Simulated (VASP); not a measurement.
# Ti (I4/mmm) in VASP: further runs

Ti is run at these levels: PBEsol; tasks: single point.

Everything below comes from runs of VASP 6.6.1. Logs are shortened: lines on timing, memory, paths and dates and some standing lists are left out, and cuts for length are marked.

**1. The cell of the first run**

The structure is tetragonal, space group I4/mmm (No. 139). The conventional cell has a = 2.871 Å, b = 2.871 Å, c = 3.999 Å, α = 90.00°, β = 90.00°, γ = 90.00°. Within 3.8 Å of Ti (site symmetry 4/mmm) lie 12 Ti at 2.85 to 2.87 Å.

**2. Single point, PBEsol (strain +0.000 along x and y, -0.015 along z)**

INCAR

```
SYSTEM = Ti
  ALGO = Fast
  EDIFF = 1E-6
  ENCUT = 520
  GGA = PS
  ISIF = 2
  ISMEAR = 0
  LASPH = .True.
  LCHARG = .True.
  LELF = .True.
  LREAL = .False.
  LVHAR = .True.
  LWAVE = .False.
  NBANDS = 12
  NELM = 100
  PREC = Accurate
  SIGMA = 0.15
```

KPOINTS

```
k-points
0
Gamma
  20 20 20
  0 0 0
```

POSCAR

```
Ti
1.0
    0.0000000000      2.0300000000      1.9995500000
    2.0300000000      0.0000000000      1.9995500000
    2.0300000000      2.0300000000      0.0000000000
Ti
1
Direct
    0.0000000000      0.0000000000      0.0000000000
```

Potentials or basis: VASP PAW PBE potentials, release 64 (Ti_sv).

On the command line:

```sh
$ cat potpaw_PBE.64/Ti_sv/POTCAR > POTCAR
$ mpirun -np 1 vasp_std > vasp.out
```

OUTCAR:

```text
SYSTEM = Ti
   EDIFF = 1E-6
   ENCUT = 520
   GGA = PS
   ISIF = 2
   ISMEAR = 0
   LASPH = .True.
   LREAL = .False.
   NELM = 100
   PREC = Accurate

 ion  position               nearest neighbor table
   1  0.000  0.000  0.000-

  LATTYP: Found a body centered tetragonal cell.
 ALAT       =     2.8708535316
 C/A-ratio  =     1.3930003589

  Lattice vectors:

 A1 = (   0.0000000000,  -2.0300000000,  -1.9995500000)
 A2 = (   0.0000000000,   2.0300000000,  -1.9995500000)
 A3 = (   2.0300000000,   0.0000000000,   1.9995500000)

Analysis of symmetry for initial positions (statically):
=====================================================================
 Subroutine PRICEL returns:
 Original cell was already a primitive cell.

 Routine SETGRP: Setting up the symmetry group for a
 body centered tetragonal supercell.

 Subroutine GETGRP returns: Found 16 space group operations
 (whereof 16 operations were pure point group operations)
 out of a pool of 16 trial point group operations.

The static configuration has the point symmetry D_4h.

Analysis of symmetry for dynamics (positions and initial velocities):
=====================================================================
 Subroutine PRICEL returns:
 Original cell was already a primitive cell.

 Routine SETGRP: Setting up the symmetry group for a
 body centered tetragonal supercell.

 Subroutine GETGRP returns: Found 16 space group operations
 (whereof 16 operations were pure point group operations)
 out of a pool of 16 trial point group operations.

The dynamic configuration has the point symmetry D_4h.

 Subroutine INISYM returns: Found 16 space group operations
 (whereof 16 operations are pure point group operations),
 and found     1 'primitive' translations

----------------------------------------------------------------------------------------

                                     Primitive cell

  volume of cell :      16.4799

  direct lattice vectors                    reciprocal lattice vectors
     0.000000000  2.030000000  1.999550000    -0.246305419  0.246305419  0.250056263
     2.030000000  0.000000000  1.999550000     0.246305419 -0.246305419  0.250056263
     2.030000000  2.030000000  0.000000000     0.246305419  0.246305419 -0.250056263

  length of vectors
     2.849403482  2.849403482  2.870853532     0.428789987  0.428789987  0.428789987

  position of ions in fractional coordinates (direct lattice)
     0.000000000  0.000000000  0.000000000

[... 83 lines left out ...]
   POTIM  = 0.5000    time-step for ionic-motion
   TEBEG  =    0.0;   TEEND  =   0.0 temperature during run
   PSTRESS=    0.0 pullay stress
   NELECT =      12.0000    total number of electrons
   NUPDOWN=      -1.0000    fix difference up-down
   EMIN   =  10.00;   EMAX   =-10.00  energy-range for DOS
   EFERMI =   0.00;   METHOD = LEGACY
   ISMEAR =     0;   SIGMA  =   0.15  broadening in eV -4-tet -1-fermi 0-gaus
   EFERMI_NEDOS =   21; number of points for ismear=-14 and -15
   IALGO  =     68    algorithm
   IMIX   =      4    mixing-type and parameters
     AMIX     =   0.40;   BMIX     =  1.00
     AMIX_MAG =   1.60;   BMIX_MAG =  1.00
  volume/ion in A,a.u.               =      16.48       111.21
  Fermi-wavevector in a.u.,A,eV,Ry     =   1.472823  2.783231 29.513849  2.169207
  Thomas-Fermi vector in A             =   2.587791
   LORBIT       =      0    0 simple, 1 ext, 2 COOP (PROOUT), +10 PAW based schemes
   GGA     = PS    functional components
   LHFCALC =     F    Hartree Fock is set to
   AEXX    =    0.0000 exact exchange contribution
   IVDW    =     0    specifies the selected vdW correction
   LEPSILON=     F    determine dielectric tensor
   LRPA    =     F    only Hartree local field effects (RPA)
 non-spin polarized calculation
 RMM-DIIS sequential band-by-band and
 Gauss-broadening in eV      SIGMA  =   0.15
  energy-cutoff  :      520.00
  volume of cell :       16.48
 maximum number of plane-waves:       455
 NGX is ok and might be reduce to    24
   NGX = 11   NGY = 11   NGZ = 11

 number of electron      12.0000001 magnetization

 Free energy of the ion-electron system (eV)
  ---------------------------------------------------
  ext. energy  EPLUGINS =         0.00000000
  ---------------------------------------------------
  free energy    TOTEN  =        -8.29184426 eV

  energy without entropy =       -8.27348094  energy(sigma->0) =       -8.28266260

 E-fermi :   8.6610     XC(G=0): -11.8891

 val. band max:        8.6607746260   @ k =  -0.1500   0.1500   0.0000
 cond. band min:       8.6616998844   @ k =  -0.4000   0.3500   0.1500
 fundamental gap:      0.0009252584
 Fermi energy:         8.6610129407

 k-point     1 :       0.0000    0.0000    0.0000
  band No.  band energies     occupation
      1     -47.7297      2.00000
      2     -23.6176      2.00000
      3     -23.6176      2.00000
      4     -23.6147      2.00000
      5       2.4413      2.00000
      6       9.5278      0.00000
      7       9.5278      0.00000
      8       9.6529      0.00000
      9      11.2393      0.00000
     10      11.3856      0.00000
     11      24.2232      0.00000
     12      28.7845      0.00000
[... 331 lines left out ...]
 k-point    24 :      -0.3500    0.0500    0.0000
  band No.  band energies     occupation
      1     -47.5996      2.00000
      2     -24.2857      2.00000
      3     -23.7164      2.00000
      4     -23.7047      2.00000
      5       5.5963      2.00000
      6       8.7428      0.44074
      7       9.5653      0.00000
      8       9.6090      0.00000
      9      11.8955      0.00000
     10      12.2855      0.00000
     11      19.1983      0.00000
     12      24.0960      0.00000

 [... further k-points ...]

------------------------ aborting loop because EDIFF is reached ----------------------------------------

  FORCE on cell =-STRESS in cart. coord.  units (eV):
  Direction    XX          YY          ZZ          XY          YZ          ZX
  --------------------------------------------------------------------------------------
  -------------------------------------------------------------------------------------
  Total        0.1062953      0.1062953      0.1629943      0.0000000      0.0000000     -0.0000000
  in kB       10.3340467     10.3340467     15.8463316      0.0000000      0.0000000     -0.0000000
  external PRESSURE =      12.1714750 kB  Pullay stress =       0.0000000 kB

 VOLUME and BASIS-vectors are now :
 -----------------------------------------------------------------------------
  energy-cutoff  :      520.00
  volume of cell :       16.48
      direct lattice vectors                 reciprocal lattice vectors
     0.000000000  2.030000000  1.999550000    -0.246305419  0.246305419  0.250056263
     2.030000000  0.000000000  1.999550000     0.246305419 -0.246305419  0.250056263
     2.030000000  2.030000000  0.000000000     0.246305419  0.246305419 -0.250056263

 POSITION                                       TOTAL-FORCE (eV/Angst)
 -----------------------------------------------------------------------------------
      0.00000      0.00000      0.00000         0.000000      0.000000     -0.000000
 -----------------------------------------------------------------------------------
    total drift:                                0.000000      0.000000      0.000000

  FREE ENERGIE OF THE ION-ELECTRON SYSTEM (eV)
  ---------------------------------------------------
  free  energy   TOTEN  =        -8.2918442557 eV

  energy  without entropy=       -8.2734809372  energy(sigma->0) =       -8.28266260
```

Run time: 3.6 min. Hardware: 1 thread of Intel Xeon 8259CL, shared host; peak memory 0.24 GiB.

Results:

```
Free energy            : -8.2918 eV
Pressure               : 1.2 GPa
Band gap on the k mesh : zero (bands 6 and 7 overlap by 1.33 eV)
```

Stress tensor (GPa, compression positive):
```
1.03 0.00 0.00
0.00 1.03 0.00
0.00 0.00 1.58
```

Caveat: the cell differs from its parent crystal (strain +0.000 along x and y, -0.015 along z); the PAW data sets were made with another functional, which shifts forces and pressure a little.

**3. Single point, PBEsol (strain -0.015 along x and y, +0.030 along z)**

INCAR

```
PREC = Accurate
ENCUT = 520
EDIFF = 1E-6
ISMEAR = 0
SIGMA = 0.15
LREAL = False
LASPH = True
NELM = 100
ALGO = Fast
ISIF = 2
LWAVE = False
LCHARG = True
GGA = PS
LELF = True
LVHAR = True
NBANDS = 12
```

KPOINTS

```
regular mesh
0
Gamma
  20 20 20
```

POSCAR

```
Ti
1.0
    0.0000000000      1.9995500000      2.0909000000
    1.9995500000      0.0000000000      2.0909000000
    1.9995500000      1.9995500000      0.0000000000
Ti
1
Direct
    0.0000000000      0.0000000000      0.0000000000
```

Potentials or basis: VASP PAW PBE potentials, release 64 (Ti_sv).

On the command line:

```sh
$ cat potpaw_PBE.64/Ti_sv/POTCAR > POTCAR
$ mpirun -np 1 vasp_std > vasp.out
```

OUTCAR:

```text
PREC = Accurate
   ENCUT = 520
   EDIFF = 1E-6
   ISMEAR = 0
   LREAL = False
   LASPH = True
   NELM = 100
   ISIF = 2
   GGA = PS

 ion  position               nearest neighbor table
   1  0.000  0.000  0.000-

  LATTYP: Found a body centered tetragonal cell.
 ALAT       =     2.8277907286
 C/A-ratio  =     1.4788223038

  Lattice vectors:

 A1 = (  -1.9995500000,   0.0000000000,   2.0909000000)
 A2 = (   1.9995500000,   0.0000000000,   2.0909000000)
[... 541 lines left out ...]
     12      23.6884      0.00000

 [... further k-points ...]

------------------------ aborting loop because EDIFF is reached ----------------------------------------

  FORCE on cell =-STRESS in cart. coord.  units (eV):
  Direction    XX          YY          ZZ          XY          YZ          ZX
  --------------------------------------------------------------------------------------
  -------------------------------------------------------------------------------------
  Total        0.0006431      0.0006431     -0.1580700      0.0000000      0.0000000      0.0000000
  in kB        0.0616285      0.0616285    -15.1471963      0.0000000      0.0000000      0.0000000
  external PRESSURE =      -5.0079797 kB  Pullay stress =       0.0000000 kB

 VOLUME and BASIS-vectors are now :
 -----------------------------------------------------------------------------
  energy-cutoff  :      520.00
  volume of cell :       16.72
      direct lattice vectors                 reciprocal lattice vectors
     0.000000000  1.999550000  2.090900000    -0.250056263  0.250056263  0.239131474
     1.999550000  0.000000000  2.090900000     0.250056263 -0.250056263  0.239131474
     1.999550000  1.999550000  0.000000000     0.250056263  0.250056263 -0.239131474

 POSITION                                       TOTAL-FORCE (eV/Angst)
 -----------------------------------------------------------------------------------
      0.00000      0.00000      0.00000        -0.000000     -0.000000      0.000000
 -----------------------------------------------------------------------------------
    total drift:                                0.000000      0.000000      0.000000

  FREE ENERGIE OF THE ION-ELECTRON SYSTEM (eV)
  ---------------------------------------------------
  free  energy   TOTEN  =        -8.2902959328 eV

  energy  without entropy=       -8.2707960201  energy(sigma->0) =       -8.28054598
```

OSZICAR:

```text
N       E                     dE             d eps       ncg     rms          rms(c)
DAV:   1     0.861301988994E+02    0.86130E+02   -0.65616E+03 15444   0.121E+03
DAV:   2    -0.510640553745E+01   -0.91237E+02   -0.88753E+02 15608   0.296E+02
DAV:   3    -0.928836355241E+01   -0.41820E+01   -0.41399E+01 21372   0.648E+01
[... 12 lines left out ...]
RMM:  16    -0.829028839951E+01   -0.91306E-05   -0.81975E-05 21189   0.507E-02    0.166E-02
RMM:  17    -0.829029218547E+01   -0.37860E-05   -0.43600E-05 20009   0.569E-02    0.108E-02
RMM:  18    -0.829029415717E+01   -0.19717E-05   -0.22968E-05 16982   0.246E-02    0.217E-03
RMM:  19    -0.829029543129E+01   -0.12741E-05   -0.10971E-05 14875   0.153E-02    0.494E-04
RMM:  20    -0.829029593278E+01   -0.50149E-06   -0.56728E-06 13502   0.111E-02
   1 F= -.82902959E+01 E0= -.82805460E+01  d E =-.194999E-01
```

Wall time 5.4 min (1 thread of Intel Xeon 8259CL, shared host); peak memory 0.24 GiB.

What came out:

* Free energy: -8.2903 eV
* Pressure: -0.5 GPa
* Band gap on the k mesh: zero (bands 6 and 7 overlap by 1.29 eV)

Stress tensor (GPa, compression positive):
```
 0.01  0.00  0.00
 0.00  0.01  0.00
 0.00  0.00 -1.51
```

Caveat: the cell differs from its parent crystal (strain -0.015 along x and y, +0.030 along z); the PAW data sets were made with another functional, which shifts forces and pressure a little.
